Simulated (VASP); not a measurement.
Runs of VASP 6.6.1 on NiO. The structure is that of space group Fm-3m (No. 225), or close to it. The cells are those of the table. 

```csv
task,cell,k mesh,gap on the mesh (eV),pressure (GPa),moment (μB)
electric field gradients,"a = 3.007, b = 3.007, c = 5.203 Å, angles 73.2, 90.0, 60.0°, 4 atoms",10 × 10 × 10,(a),-8.0,0.00
single point,"a = 3.018, b = 3.018, c = 4.268 Å, 4 atoms",8 × 8 × 6,2.43,-8.0,0.00
single point,"a = 3.018, b = 3.018, c = 4.268 Å, 4 atoms",5 × 5 × 3,2.62,-8.0,0.00
single point,"a = 2.950, b = 2.950, c = 5.109 Å, angles 73.2, 90.0, 60.0°, 4 atoms",10 × 10 × 10,(b),1.5,0.00
single point,"a = 3.018, b = 3.018, c = 5.227 Å, angles 73.2, 90.0, 60.0°, 4 atoms",6 × 6 × 6,2.95,-9.7,0.00
```

Alike in all rows: level PBE+U; potentials or basis VASP PAW PBE potentials, release 64 (Ni, O); spin collinear, antiferromagnetic start; Ni d U = 6.2 eV; cutoff (eV) 520; smearing gaussian 0.05 eV.

Task: Estimate the missing entries.

Result: (a) 3.04; (b) 3.45.

Caveats: some runs use coarse meshes.

A k mesh can miss the band edges.
